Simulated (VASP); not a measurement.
**Zr: relaxation of cell and atoms with LDA**

Zr:

```xyz
3
Lattice="4.8934 0.0000 0.0000 -2.4467 4.2378 0.0000 0.0000 0.0000 3.0634" Properties=species:S:1:pos:R:3 pbc="T T T"
Zr    0.0000    0.0000    0.0000
Zr    0.0000    2.8252    1.5317
Zr    2.4467    1.4126    1.5317
```

| Item | Value |
| --- | --- |
| Program | VASP 6.6.1 |
| Task | relaxation of cell and atoms |
| Functional | LDA |
| Potentials or basis | VASP PAW LDA potentials, release 64 (Zr_sv) |
| Cutoff | 600 eV |
| k mesh | 10 × 10 × 16 |
| Occupations | gaussian, width 0.05 eV |
| Spin | no spin polarisation |
| Target pressure | 4 GPa |
| Dipole correction | no |
| Further INCAR settings | ALGO = Fast; EDIFF = 1e-07; IBRION = 2; EDIFFG = -0.01; NSW = 80; ISIF = 3 |

The relaxed volume is 20.85 Å³/atom and the relaxed cell is a = 4.868 Å, b = 4.868 Å, c = 3.048 Å, α = 90.00°, β = 90.00°, γ = 120.00°. The space group after relaxing (to 0.05 Å) is P6/mmm (No. 191). The energy change on relaxing (the enthalpy is what falls) is +6.2 meV/atom and the ionic steps are 3. The pressure after relaxing is 4.0 GPa and the band gap on the k mesh is zero (band 18 reaches 10.35 eV, above the bottom of band 19 at 9.62 eV).

The path:
```tsv
step	energy change (eV)	largest force (eV/Å)	pressure (GPa)	volume (Å³)
1	0.0000	0.0000	2.14	63.53
2	0.0598	0.0000	6.57	61.30
3	0.0186	0.0000	3.98	62.55
```

Final structure:
```xyz
3
Lattice="4.8684 0.0000 0.0000 -2.4342 4.2161 0.0000 0.0000 0.0000 3.0476" Properties=species:S:1:pos:R:3 pbc="T T T"
Zr   -2.4342    4.2161    3.0476
Zr    0.0000    2.8108    1.5238
Zr    2.4342    1.4054    1.5238
```

Levels at points of the mesh, in eV from the Fermi level:
| k point | band 14 | band 15 | band 16 | band 17 | band 18 | band 19 | band 20 | band 21 | band 22 |
| --- | --- | --- | --- | --- | --- | --- | --- | --- | --- |
| (0.00, 0.00, 0.00) | -2.71 | -0.43 | -0.43 | -0.36 | -0.36 | -0.18 | 0.87 | 1.73 | 1.73 |
| (0.50, 0.00, 0.00) | -3.09 | -3.03 | -0.76 | -0.75 | -0.57 | -0.06 | 0.77 | 1.10 | 2.16 |
| (0.00, 0.00, 0.50) | -2.89 | -2.12 | -2.12 | -2.02 | -1.19 | 1.29 | 1.29 | 1.86 | 1.86 |
| (0.50, 0.00, 0.50) | -2.47 | -2.20 | -1.73 | -0.90 | -0.40 | 0.21 | 0.98 | 1.64 | 1.66 |

Run time: 24 min on 1 thread of AMD EPYC 7R13 (shared host), peak memory 0.27 GiB.

Caveat: the cell is relaxed towards a set pressure, so the enthalpy falls and the energy may rise.
